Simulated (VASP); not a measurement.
**Cu: single point with PBEsol**

Crystal: Cu.

```
Cu
1.0
     0.00000    1.80500    1.80500
     1.80500    0.00000    1.80500
     1.80500    1.80500    0.00000
Cu
1
Direct
  0.00000 0.00000 0.00000
```

- Program: VASP 6.6.1
- Task: single point
- Functional: PBEsol
- Potentials or basis: VASP PAW PBE potentials, release 64 (Cu)
- Cutoff: 520 eV
- k mesh: 38 × 38 × 38
- Occupations: methfessel-paxton, width 0.1 eV
- Spin: no spin polarisation
- Dipole correction: no
- Further INCAR settings: ALGO = Normal; EDIFF = 1e-07; NBANDS = 12

```
Pressure               : -5.3 GPa
Band gap on the k mesh : zero (an odd number of electrons rules out a gap without spin polarisation)
```

Levels at points of the mesh, in eV from the Fermi level:
```
           k point  band 4  band 5  band 6  band 7  band 8  band 9
(0.00, 0.00, 0.00)   -3.06   -2.22   -2.22   22.60   25.24   25.24
(0.50, 0.00, 0.00)   -1.65   -1.65   -1.07    3.74   21.09   22.06
(0.50, 0.50, 0.00)   -1.51   -1.51    1.43    7.10   13.04   13.04
```

Wall time 3.8 min on 1 thread of Intel Xeon 8259CL (shared host), peak memory 0.3 GiB.

Caveat: the cell stands under tension; the PAW data sets were made with another functional, which shifts forces and pressure a little.
